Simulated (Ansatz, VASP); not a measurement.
## Cd2HgO3 in VASP and in Ansatz

```
CELL_PARAMETERS angstrom
3.40413 0.00000 0.00000
-1.70206 2.94806 0.00000
0.00000 0.00000 8.37373
ATOMIC_POSITIONS crystal
Cd 0.33333 0.66667 0.66299
Cd 0.66667 0.33333 0.33701
Hg 0.00000 0.00000 0.00000
O 0.66667 0.33333 0.82178
O 0.00000 0.00000 0.50000
O 0.33333 0.66667 0.17822
```

Alike in both runs: functional PBE; k mesh 12 × 12 × 6; occupations gaussian, width 0.1 eV; no spin polarisation.

Ansatz relaxed the structure, and its values are those at the end. VASP's run is a single point on that final structure, the one shown.

|  | VASP | Ansatz |
| --- | --- | --- |
| version | VASP 6.6.1 | Ansatz 0.2.0 |
| potentials or method | VASP PAW PBE potentials, release 64 (Cd_sv_GW, Hg_sv_GW, O), cutoff 700 eV | scalar-relativistic, plane waves, PAW |
| valence electrons in the cell | 78 | 78 |

Ansatz gave:

- gap on the k mesh at the Fermi level (eV): none
- pressure (GPa): 0.0

What did VASP give for the same quantities?

gap on the k mesh at the Fermi level (eV): none; pressure (GPa): -0.2.

A gap of «none» marks a metal or a gap that the smearing closes. With one functional, cell and mesh, what is left measures potentials, basis and numerics.

Spin-orbit coupling is off throughout.
